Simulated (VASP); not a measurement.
The system is C3N2.

```
C N
1.0
     3.66307    0.00000    0.00000
    -1.83154    3.17231    0.00000
     0.00000    0.00000    5.84355
C N
3 2
Cartesian
  0.0000 2.1149 3.3909
  1.8315 1.0574 2.4527
  0.0000 0.0000 0.0000
  0.0000 2.1149 0.9632
  1.8315 1.0574 4.8803
```

The cell was generated, and may not be a known phase.

| Item | Value |
| --- | --- |
| Program | VASP 6.6.1 |
| Task | relaxation of cell and atoms |
| Functional | PBE |
| Potentials or basis | VASP PAW PBE potentials, release 64 (C, N) |
| Cutoff | 600 eV |
| k mesh | 6 × 6 × 4 |
| Occupations | gaussian, width 0.1 eV |
| Spin | collinear spin, ferromagnetic start |
| Starting moments | [1.0, 1.0, 1.0, 1.0, 1.0] μB |

At the start: pressure -30.6 GPa; volume 13.58 Å³/atom.

Where does the relaxation end?

Over 18 steps the energy falls by 3691.4 meV/atom and the volume is 5.71 Å³/atom (-58.0 %); space group P-3m1 (No. 164, to 0.1 Å) before and after; moment 0.00 μB per cell.

Step by step:
| step | energy change (eV) | largest force (eV/Å) | pressure (GPa) | volume (Å³) |
| --- | --- | --- | --- | --- |
| 1 | 0.0000 | 2.2119 | -30.58 | 67.90 |
| 2 | -5.9599 | 4.5155 | -39.52 | 45.45 |
| 3 | -10.3691 | 7.9188 | 28.81 | 28.41 |
| 4 | -12.1997 | 10.0391 | 82.81 | 25.31 |
| 5 | -12.4567 | 10.8960 | 178.97 | 22.37 |
| 6 | -13.9257 | 9.5492 | 189.87 | 21.91 |
| 7 | -14.5087 | 4.9255 | 199.21 | 21.42 |
| 8 | -16.2162 | 2.1847 | 135.59 | 22.77 |
| 9 | -17.8384 | 3.1171 | 47.46 | 25.75 |
| 10 | -17.9264 | 4.1946 | 31.08 | 26.62 |
| 11 | -17.9278 | 4.5005 | 26.74 | 26.89 |
| 12 | -18.2941 | 2.1653 | 11.43 | 27.69 |
| 13 | -18.4335 | 0.1216 | -3.24 | 28.69 |
| 14 | -18.4337 | 0.0663 | -2.77 | 28.66 |
| 15 | -18.4473 | 0.0772 | -1.78 | 28.62 |
| 16 | -18.4571 | 0.0802 | 0.18 | 28.55 |
| 17 | -18.4571 | 0.0805 | 0.12 | 28.55 |
| 18 | -18.4572 | 0.0213 | 0.07 | 28.55 |

Final structure:
```
C N
1.0
     2.52842    0.00000    0.00000
    -1.26421    2.18968    0.00000
     0.00000    0.00000    5.15714
C N
3 2
Direct
  0.33333 0.66667 0.44879
  0.66667 0.33333 0.55121
  0.00000 0.00000 0.00000
  0.33333 0.66667 0.16761
  0.66667 0.33333 0.83239
```

Caveat: the volume moved by over 15 % at a fixed basis, so the end points are rough.
